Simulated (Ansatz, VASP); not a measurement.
## Two plane-wave programs on Sb

```
Sb
1.0
    -1.59487    1.55125    2.72767
     1.54722   -1.56493    2.70791
     1.61542    1.58547   -2.73561
Sb
1
Cartesian
  0.0000 0.0000 0.0000
```

Change from the starting cell: cell sheared at random, sigma 0.01, atoms nudged by 0.01 Å.

Alike in both runs: functional PBEsol-based screened hybrid; k mesh 5 × 5 × 6; occupations fermi-dirac, width 0.05 eV; no spin polarisation.

|  | VASP | Ansatz |
| --- | --- | --- |
| version | VASP 6.6.1 | Ansatz 0.2.0 |
| potentials or method | VASP PAW PBE potentials, release 64 (Sb) | Ansatz PAW |
| plane-wave cutoff (eV) | 520 | 420 |
| valence electrons in the cell | 5 | 15 |
| task | single point | band structure |

```tsv
	VASP	Ansatz	Ansatz less VASP
gap on the k mesh at the Fermi level (eV)	none	none	-
pressure (GPa)	-2.9	-1.9	+0.96
traceless stress, the component that is largest in VASP (GPa)	3.43	3.14	-0.289
```

VASP's potentials were made for PBE, not for PBEsol-based screened hybrid. A gap of «none» marks a metal or a gap that the smearing closes. VASP's potentials hold 5 valence electrons a cell and Ansatz's 15, so a difference there can come from the potentials and not from the codes.

The k mesh is coarse, so the values compare programs but aren't converged. Neither program's run includes spin-orbit coupling.
